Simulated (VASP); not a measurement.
# Bi (P6_3/mmc) in VASP: a series of runs, part 2 of 2

VASP 6.6.1.

### 3 Relaxation of cell and atoms, r2SCAN

POSCAR

```
Bi
1.0
    3.7629691289      0.0000000000      0.0000000000
   -1.8814845645      3.2588268592      0.0000000000
    0.0000000000      0.0000000000      6.1074981812
Bi
2
Direct
    0.3333333333      0.6666666667      0.2500000000
    0.6666666667      0.3333333333      0.7500000000
```

INCAR.step1

```
PREC = Accurate
ENCUT = 600
ISMEAR = 0
SIGMA = 0.1
LREAL = F
LASPH = T
NELM = 60
GGA = PE
ALGO = Normal
EDIFF = 1E-4
LWAVE = T
LCHARG = F
```

INCAR.step2

```
PREC = Accurate
ENCUT = 600
EDIFF = 1E-6
ISMEAR = 0
SIGMA = 0.1
LREAL = F
LASPH = T
NELM = 60
ALGO = Normal
ISIF = 3
LWAVE = F
LCHARG = F
METAGGA = R2SCAN
LMIXTAU = T
IBRION = 2
NSW = 90
EDIFFG = -0.04
ISTART = 1
```

KPOINTS

```
Automatic mesh
0
Gamma
  6 6 4
```

Potentials or basis: VASP PAW PBE potentials, release 64 (Bi_d).

Command:

```bash
> cat potpaw_PBE.64/Bi_d/POTCAR > POTCAR
> cp INCAR.step1 INCAR
> mpirun -np 1 vasp_std > vasp.out
> cp INCAR.step2 INCAR
> mpirun -np 1 vasp_std > vasp.out
```

OUTCAR:

```text
PREC = Accurate
   ENCUT = 600
   EDIFF = 1E-6
   ISMEAR = 0
   LREAL = F
   LASPH = T
   NELM = 60
   ISIF = 3
   METAGGA = R2SCAN
   IBRION = 2
   NSW = 90
   EDIFFG = -0.04
   ISTART = 1

 ion  position               nearest neighbor table
   1  0.333  0.667  0.250-   2 3.75   2 3.75   2 3.75   2 3.75   2 3.75   2 3.75
   2  0.667  0.333  0.750-   1 3.75   1 3.75   1 3.75   1 3.75   1 3.75   1 3.75

  LATTYP: Found a hexagonal cell.
 ALAT       =     3.7629691289
 C/A-ratio  =     1.6230529595

  Lattice vectors:

 A1 = (   3.7629691289,   0.0000000000,   0.0000000000)
 A2 = (  -1.8814845645,   3.2588268592,   0.0000000000)
 A3 = (   0.0000000000,   0.0000000000,   6.1074981812)

Analysis of symmetry for initial positions (statically):
=====================================================================
 Subroutine PRICEL returns:
 Original cell was already a primitive cell.

 Routine SETGRP: Setting up the symmetry group for a
 hexagonal supercell.

 Subroutine GETGRP returns: Found 24 space group operations
 (whereof 12 operations were pure point group operations)
 out of a pool of 24 trial point group operations.

The static configuration has the point symmetry D_3d.
 The point group associated with its full space group is D_6h.

Analysis of symmetry for dynamics (positions and initial velocities):
=====================================================================
 Subroutine PRICEL returns:
 Original cell was already a primitive cell.

 Routine SETGRP: Setting up the symmetry group for a
 hexagonal supercell.

 Subroutine GETGRP returns: Found 24 space group operations
 (whereof 12 operations were pure point group operations)
 out of a pool of 24 trial point group operations.

The dynamic configuration has the point symmetry D_3d.
 The point group associated with its full space group is D_6h.

 Subroutine INISYM returns: Found 24 space group operations
 (whereof 12 operations are pure point group operations),
 and found     1 'primitive' translations

----------------------------------------------------------------------------------------

                                     Primitive cell

  volume of cell :      74.8954

  direct lattice vectors                    reciprocal lattice vectors
     3.762969129  0.000000000  0.000000000     0.265747596  0.153429446  0.000000000
    -1.881484565  3.258826859  0.000000000     0.000000000  0.306858892  0.000000000
     0.000000000  0.000000000  6.107498181     0.000000000  0.000000000  0.163733164

  length of vectors
     3.762969129  3.762969129  6.107498181     0.306858892  0.306858892  0.163733164

  position of ions in fractional coordinates (direct lattice)
     0.333333333  0.666666667  0.250000000
     0.666666667  0.333333333  0.750000000

  ion indices of the primitive-cell ions
   primitive index   ion index
                 1           1
                 2           2

----------------------------------------------------------------------------------------

 KPOINTS: Automatic mesh

Automatic generation of k-mesh.
 Grid dimensions read from file:
 generate k-points for:    6    6    4

 Generating k-lattice:

  Cartesian coordinates                     Fractional coordinates (reciprocal lattice)
     0.044291266  0.025571574  0.000000000     0.166666667 -0.000000000  0.000000000
     0.000000000  0.051143149  0.000000000     0.000000000  0.166666667  0.000000000
     0.000000000  0.000000000  0.040933291     0.000000000  0.000000000  0.250000000

  Length of vectors
     0.051143149  0.051143149  0.040933291

  Shift w.r.t. Gamma in fractional coordinates (k-lattice)
     0.000000000  0.000000000  0.000000000

 Subroutine IBZKPT returns following result:
 ===========================================

 Found     21 irreducible k-points:

 Following reciprocal coordinates:
            Coordinates               Weight
  0.000000  0.000000  0.000000      1.000000
  0.166667 -0.000000  0.000000      6.000000
  0.333333 -0.000000  0.000000      6.000000
  0.500000 -0.000000  0.000000      3.000000
  0.166667  0.166667  0.000000      6.000000
  0.333333  0.166667  0.000000     12.000000
[... 13 lines left out ...]
  0.333333  0.166667  0.500000     12.000000
  0.333333  0.333333  0.500000      2.000000
   k-points           NKPTS =     21   k-points in BZ     NKDIM =     21   number of bands    NBANDS=     19
   number of dos      NEDOS =    301   number of ions     NIONS =      2
   total plane-waves  NPLWV =  45000
   dimension x,y,z NGX =    30 NGY =   30 NGZ =   50
   dimension x,y,z NGXF=    60 NGYF=   60 NGZF=  100
   ions per type =               2
   NGX,Y,Z   is equivalent  to a cutoff of  13.25, 13.25, 13.61 a.u.
   NGXF,Y,Z  is equivalent  to a cutoff of  26.51, 26.51, 27.22 a.u.
 SYSTEM =  unknown system
   PREC   = accura    normal or accurate (medium, high low for compatibility)
   ISTART =      1    job   : 0-new  1-cont  2-samecut
   ICHARG =      0    charge: 1-file 2-atom 10-const
   ISPIN  =      1    spin polarized calculation?
   LNONCOLLINEAR =      F non collinear calculations
   LSORBIT =      F    spin-orbit coupling
   LASPH  =      T    aspherical Exc in radial PAW
   ENCUT  =  600.0 eV  44.10 Ry    6.64 a.u.   7.52  7.52 12.20*2*pi/ulx,y,z
   NELM   =     60;   NELMIN=  2; NELMDL=  0     # of ELM steps
   EDIFF  = 0.1E-05   stopping-criterion for ELM
   LREAL  =      F    real-space projection
   EDIFFG = -.4E-01   stopping-criterion for IOM
   NSW    =     90    number of steps for IOM
   IBRION =      2    ionic relax: 0-MD 1-quasi-New 2-CG
   NFREE  =      1    steps in history (QN), initial steepest desc. (CG)
   ISIF   =      3    stress and relaxation
   ISYM   =      2    0-nonsym 1-usesym 2-fastsym
   POTIM  = 0.5000    time-step for ionic-motion
   TEBEG  =    0.0;   TEEND  =   0.0 temperature during run
   PSTRESS=    0.0 pullay stress
   NELECT =      30.0000    total number of electrons
   NUPDOWN=      -1.0000    fix difference up-down
   EMIN   =  10.00;   EMAX   =-10.00  energy-range for DOS
   EFERMI =   0.00;   METHOD = LEGACY
   ISMEAR =     0;   SIGMA  =   0.10  broadening in eV -4-tet -1-fermi 0-gaus
   EFERMI_NEDOS =   21; number of points for ismear=-14 and -15
   IALGO  =     38    algorithm
   IMIX   =      4    mixing-type and parameters
     AMIX     =   0.40;   BMIX     =  1.00
     AMIX_MAG =   1.60;   BMIX_MAG =  1.00
  volume/ion in A,a.u.               =      37.45       252.71
  Fermi-wavevector in a.u.,A,eV,Ry     =   1.206786  2.280494 19.814596  1.456332
  Thomas-Fermi vector in A             =   2.342443
   LORBIT       =      0    0 simple, 1 ext, 2 COOP (PROOUT), +10 PAW based schemes
   METAGGA = R2SCAN    functional components
   LHFCALC =     F    Hartree Fock is set to
   AEXX    =    0.0000 exact exchange contribution
   IVDW    =     0    specifies the selected vdW correction
   LEPSILON=     F    determine dielectric tensor
   LRPA    =     F    only Hartree local field effects (RPA)
 conjugate gradient relaxation of ions
 non-spin polarized calculation
 Gauss-broadening in eV      SIGMA  =   0.10
  energy-cutoff  :      600.00
  volume of cell :       74.90
 maximum number of plane-waves:      2539
   NGX = 15   NGY = 15   NGZ = 25

--------------------------------------- Ionic step        1  -------------------------------------------

 number of electron      29.9999989 magnetization

 Free energy of the ion-electron system (eV)
  ---------------------------------------------------
  ext. energy  EPLUGINS =         0.00000000
  ---------------------------------------------------
  free energy    TOTEN  =      -116.25895058 eV

  energy without entropy =     -116.25669345  energy(sigma->0) =     -116.25782202

------------------------ aborting loop because EDIFF is reached ----------------------------------------

  FORCE on cell =-STRESS in cart. coord.  units (eV):
  Direction    XX          YY          ZZ          XY          YZ          ZX
  --------------------------------------------------------------------------------------
  -------------------------------------------------------------------------------------
  Total       -3.5975222     -3.5975222     -2.7948033      0.0000000      0.0000000      0.0000000
  in kB      -76.9588868    -76.9588868    -59.7869697      0.0000000      0.0000000      0.0000000
  external PRESSURE =     -71.2349144 kB  Pullay stress =       0.0000000 kB
[... 237 lines left out ...]
  energy  without entropy=     -116.6103015392  energy(sigma->0) =     -116.61279646

--------------------------------------- Ionic step        8  -------------------------------------------

 number of electron      29.9999998 magnetization

 Free energy of the ion-electron system (eV)
  ---------------------------------------------------
  ext. energy  EPLUGINS =         0.00000000
  ---------------------------------------------------
  free energy    TOTEN  =      -116.61536056 eV

  energy without entropy =     -116.61050271  energy(sigma->0) =     -116.61293163

 E-fermi :   8.3253     XC(G=0): -11.1495

 val. band max:        8.3249745885   @ k =   0.5000  -0.0000   0.0000
 cond. band min:       8.3869290926   @ k =   0.1667   0.1667   0.5000
 fundamental gap:      0.0619545041
 Fermi energy:         8.3253488897

 k-point     1 :       0.0000    0.0000    0.0000
  band No.  band energies     occupation
      1     -15.7994      2.00000
      2     -15.7919      2.00000
      3     -15.7919      2.00000
      4     -15.7840      2.00000
      5     -15.7833      2.00000
      6     -15.7833      2.00000
[... 11 lines left out ...]
     18      13.4751      0.00000
     19      16.0338      0.00000
[... 467 lines left out ...]
  FREE ENERGIE OF THE ION-ELECTRON SYSTEM (eV)
  ---------------------------------------------------
  free  energy   TOTEN  =      -116.6153605565 eV

  energy  without entropy=     -116.6105027118  energy(sigma->0) =     -116.61293163

 reached required accuracy - stopping structural energy minimisation
```

OSZICAR.step1:

```text
N       E                     dE             d eps       ncg     rms          rms(c)
DAV:   1     0.298127835263E+03    0.29813E+03   -0.17912E+04   798   0.206E+03
DAV:   2     0.164006375115E+02   -0.28173E+03   -0.27730E+03   798   0.467E+02
DAV:   3    -0.650226185963E+01   -0.22903E+02   -0.22430E+02   929   0.155E+02
DAV:   4    -0.728578029205E+01   -0.78352E+00   -0.78063E+00   880   0.309E+01
DAV:   5    -0.732058976996E+01   -0.34809E-01   -0.34809E-01  1114   0.583E+00    0.728E-01
DAV:   6    -0.731172639883E+01    0.88634E-02   -0.30482E-02   879   0.204E+00    0.469E-01
DAV:   7    -0.731189179634E+01   -0.16540E-03   -0.22034E-02   873   0.158E+00    0.135E-01
DAV:   8    -0.731207168029E+01   -0.17988E-03   -0.13781E-03   890   0.547E-01    0.212E-02
DAV:   9    -0.731209489748E+01   -0.23217E-04   -0.39523E-05   453   0.749E-02
   1 F= -.73120949E+01 E0= -.73109639E+01  d E =-.226207E-02
```

Wall time 8.9 min (1 thread of Intel Xeon Platinum 8488C (Sapphire Rapids), shared host); peak memory 0.23 GiB.

Results:

* Free energy: -116.6154 eV
* Relaxed volume: 30.83 Å³/atom
* Relaxed cell: a = 3.482 Å, b = 3.482 Å, c = 5.874 Å, α = 90.00°, β = 90.00°, γ = 120.00°
* Space group after relaxing (to 0.1 Å): P6_3/mmc (No. 194)
* Energy gained by relaxing: 178.2 meV/atom
* Ionic steps: 8
* Pressure after relaxing: 0.1 GPa
* Band gap on the k mesh: zero (bands 15 and 16 overlap by 7.63 eV)

Step by step:
| step | energy change (eV) | largest force (eV/Å) | pressure (GPa) | volume (Å³) |
| --- | --- | --- | --- | --- |
| 1 | 0.0000 | 0.0000 | -7.12 | 74.90 |
| 2 | -0.3110 | 0.0000 | 3.98 | 58.25 |
| 3 | -0.3519 | 0.0000 | 0.11 | 61.79 |
| 4 | -0.3518 | 0.0000 | -0.13 | 62.03 |
| 5 | -0.3555 | 0.0000 | -0.20 | 62.06 |
| 6 | -0.3563 | 0.0000 | -0.22 | 62.07 |
| 7 | -0.3563 | 0.0000 | -0.22 | 62.07 |
| 8 | -0.3564 | 0.0000 | 0.13 | 61.66 |

Final structure:
```yaml
crystal:
  lattice:
    - [3.48153, 0.00000, 0.00000]
    - [-1.74077, 3.01510, 0.00000]
    - [0.00000, 0.00000, 5.87428]
  atoms:
    - { symbol: Bi, position: [0.33333, 0.66667, 0.25000] }
    - { symbol: Bi, position: [0.66667, 0.33333, 0.75000] }
```

Caveat: the volume moved by over 15 % at a fixed basis, so the end points are rough; the PAW data sets were made with another functional, which shifts forces and pressure a little; spin-orbit coupling is left out, which moves the levels of the heavy elements.

### 4 Single point, r2SCAN

This run uses another cell than the first one, of 31.18 Å³/atom.

POSCAR

```
Bi
1.0
    3.5113066634      0.0000000000      0.0000000000
   -1.7556533317      3.0408807710      0.0000000000
    0.0000000000      0.0000000000      5.8398335829
Bi
2
Direct
    0.3333333333      0.6666666667      0.2500000000
    0.6666666667      0.3333333333      0.7500000000
```

INCAR.step1

```
SYSTEM = Bi
PREC = Accurate ; ENCUT = 520
ISMEAR = 0 ; SIGMA = 0.1
LREAL = .FALSE. ; LASPH = .TRUE.
NELM = 80 ; NBANDS = 22
GGA = PE ; ALGO = Normal
EDIFF = 1E-4 ; LWAVE = .TRUE.
LCHARG = .FALSE.
```

INCAR.step2

```
SYSTEM = Bi
PREC = Accurate ; ENCUT = 520
EDIFF = 1E-6 ; ISMEAR = 0
SIGMA = 0.1 ; LREAL = .FALSE.
LASPH = .TRUE. ; NELM = 80
ALGO = Normal ; ISIF = 2
LWAVE = .FALSE. ; LCHARG = .FALSE.
METAGGA = R2SCAN ; LMIXTAU = .TRUE.
NBANDS = 22 ; ISTART = 1
```

KPOINTS

```
Automatic mesh
0
G
  18 18 10
  0 0 0
```

Command:

```bash
> cat potpaw_PBE.64/Bi_d/POTCAR > POTCAR
> cp INCAR.step1 INCAR
> mpirun -np 1 vasp_std > vasp.out
> cp INCAR.step2 INCAR
> mpirun -np 1 vasp_std > vasp.out
```

Run time: 9.8 min. Hardware: 1 thread of Intel Xeon Platinum 8488C (Sapphire Rapids), shared host; peak memory 0.36 GiB.

It converged, with:

```
Free energy            : -116.4932 eV
Pressure               : 0.0 GPa
Band gap on the k mesh : zero (bands 15 and 16 overlap by 7.37 eV)
```

Levels at points of the mesh, in eV from the Fermi level:
```csv
k point,band 13,band 14,band 15,band 16,band 17,band 18
"(0.00, 0.00, 0.00)",-5.57,3.66,3.66,4.96,5.25,5.25
"(0.50, 0.00, 0.00)",-4.69,-3.31,-2.08,0.27,0.48,3.48
"(0.00, 0.00, 0.50)",-1.29,-1.29,4.41,4.41,4.41,4.41
"(0.50, 0.00, 0.50)",-5.10,-5.10,1.45,1.45,1.68,1.68
```

Caveat: the PAW data sets were made with another functional, which shifts forces and pressure a little; spin-orbit coupling is left out, which moves the levels of the heavy elements.

### 5 The runs side by side

| task | cell | k mesh | cutoff (eV) | gap on the mesh (eV) | pressure (GPa) |
| --- | --- | --- | --- | --- | --- |
| single point | a = 3.763, b = 3.763, c = 6.107 Å, angles 90.0, 90.0, 120.0°, 2 atoms | 6 × 6 × 4 | 520 | none | -7.2 |
| relaxation of cell and atoms | relaxed from a = 3.763, b = 3.763, c = 6.107 Å, angles 90.0, 90.0, 120.0°, 2 atoms | 6 × 6 × 4 | 600 | none | 0.1 |
| single point | a = 3.511, b = 3.511, c = 5.840 Å, angles 90.0, 90.0, 120.0°, 2 atoms | 18 × 18 × 10 | 520 | none | 0.0 |

Alike in all rows: level r2SCAN; potentials or basis VASP PAW PBE potentials, release 64 (Bi_d); no spin polarisation; smearing gaussian 0.1 eV.

Caveats: the PAW data sets were made with another functional, which shifts forces and pressure a little; spin-orbit coupling is left out, which moves the levels of the heavy elements; the cell stands under tension (at least some runs); the volume moved by over 15 % at a fixed basis, so the end points are rough (at least some runs).

Total energies depend on the potentials used, so only differences within one code and one set of settings carry meaning.

The gap in the log of VASP goes by the Fermi energy; the results here count the filled bands.